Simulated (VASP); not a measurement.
Write the native input for VASP 6.6.1 that does the following.

```yaml
Task: single point
Functional: PBEsol
Potentials_or_basis: VASP PAW PBE potentials, release 64 (C)
Cutoff: 520 eV
k_mesh: 6 × 6 × 6
Occupations: gaussian, width 0.05 eV
Spin: no spin polarisation
Dipole_correction: no
Further_INCAR_settings: LREAL = Auto; ALGO = Normal; EDIFF = 1e-07; NBANDS = 43
```

The structure of C (a cell with a defect) lies in POSCAR:

```
C
1.0
    0.0000000000      3.5537981836     -3.5537981836
   -3.5537981836      0.0000000000     -3.5537981836
   -3.5537981836      3.5537981836      0.0000000000
C
15
Direct
    0.2500000000      0.7500000000      0.2500000000
    0.7500000000      0.2500000000      0.2500000000
    0.2500000000      0.2500000000      0.2500000000
    0.7500000000      0.7500000000      0.7500000000
    0.2500000000      0.7500000000      0.7500000000
    0.7500000000      0.2500000000      0.7500000000
    0.2500000000      0.2500000000      0.7500000000
    0.8750000000      0.3750000000      0.3750000000
    0.3750000000      0.3750000000      0.3750000000
    0.8035431863      0.8035431863      0.4241636275
    0.3750000000      0.8750000000      0.3750000000
    0.8750000000      0.3750000000      0.8750000000
    0.3750000000      0.3750000000      0.8750000000
    0.8750000000      0.8750000000      0.8750000000
    0.3750000000      0.8750000000      0.8750000000
```

This cell differs from its parent crystal: atoms taken out, atom 10 moved 0.250 of the way to it and +0.350 Å across, host rigid.

One way to write it, as run:

INCAR

```
PREC     = Accurate       # precision mode
ENCUT    = 520            # plane-wave cutoff, eV
EDIFF    = 1E-7           # SCF threshold, eV
ISMEAR   = 0              # smearing method
SIGMA    = 0.05           # smearing width, eV
LREAL    = Auto         
LASPH    = True           # aspherical terms in the spheres
NELM     = 60             # most SCF steps
ALGO     = Normal         # electronic algorithm
ISIF     = 2              # what is computed and relaxed
LWAVE    = False          # write WAVECAR
LCHARG   = False          # write CHGCAR
GGA      = PS             # functional
NBANDS   = 43             # bands
```

KPOINTS

```
Automatic mesh
0
Gamma
  6 6 6
```

Potentials or basis: VASP PAW PBE potentials, release 64 (C).

Run with:

```sh
$ cat potpaw_PBE.64/C/POTCAR > POTCAR
$ mpirun -np 1 vasp_std > vasp.out
```

Results of the run:

```yaml
Pressure: -5.8 GPa
Largest_force: 8.308 eV/Å
Band_gap_on_the_k_mesh: zero (bands 30 and 31 overlap by 1.75 eV)
```

Caveat: the cell differs from its parent crystal (atoms taken out, atom 10 moved 0.250 of the way to it and +0.350 Å across, host rigid); the PAW data sets were made with another functional, which shifts forces and pressure a little.

It took 9.7 min on 1 thread of Intel(R) Xeon(R) Platinum 8259CL CPU @ 2.50GHz (Skylake/Cascade Lake) (shared host), peak memory 0.32 GiB.
